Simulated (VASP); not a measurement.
## I: single point with r2SCAN

Crystal: I.

```
I
1.0
     2.14565    1.23879    7.27354
    -2.14565    1.23879    7.27354
     0.00000   -2.47758    7.27354
I
3
Direct
  0.00000 0.00000 0.00000
  0.22236 0.22236 0.22236
  0.77764 0.77764 0.77764
```

```yaml
Program: VASP 6.6.1
Task: single point
Functional: r2SCAN
Potentials_or_basis: VASP PAW PBE potentials, release 64 (I)
Cutoff: 520 eV
k_mesh: 12 × 12 × 12
Occupations: gaussian, width 0.1 eV
Spin: no spin polarisation
Dipole_correction: no
Further_INCAR_settings: ALGO = Normal; EDIFF = 1e-06; NBANDS = 18
```

| Item | Value |
| --- | --- |
| Pressure | -0.1 GPa |
| Band gap on the k mesh | zero (an odd number of electrons rules out a gap without spin polarisation) |

Levels at points of the mesh, in eV from the Fermi level:
| k point | band 8 | band 9 | band 10 | band 11 | band 12 | band 13 | band 14 | band 15 |
| --- | --- | --- | --- | --- | --- | --- | --- | --- |
| (0.00, 0.00, 0.00) | -1.59 | -1.59 | -0.16 | -0.16 | 1.01 | 6.18 | 6.40 | 6.54 |
| (0.50, 0.00, 0.00) | -2.36 | -1.16 | -0.99 | 0.27 | 0.58 | 5.61 | 6.22 | 8.17 |
| (0.50, 0.50, 0.00) | -1.15 | -1.14 | -0.86 | -0.82 | 0.49 | 4.81 | 6.38 | 8.13 |
| (0.50, 0.50, 0.50) | -0.74 | -0.65 | -0.65 | -0.61 | -0.54 | 5.04 | 7.27 | 7.52 |

Wall time 73 min on 1 thread of Intel(R) Xeon(R) Platinum 8259CL CPU @ 2.50GHz (Skylake/Cascade Lake) (shared host), peak memory 0.74 GiB.

Caveat: the PAW data sets were made with another functional, which shifts forces and pressure a little; spin-orbit coupling is left out, which moves the levels of the heavy elements; an odd number of electrons without spin polarisation forces a metal; a magnetic or distorted state may lie lower.
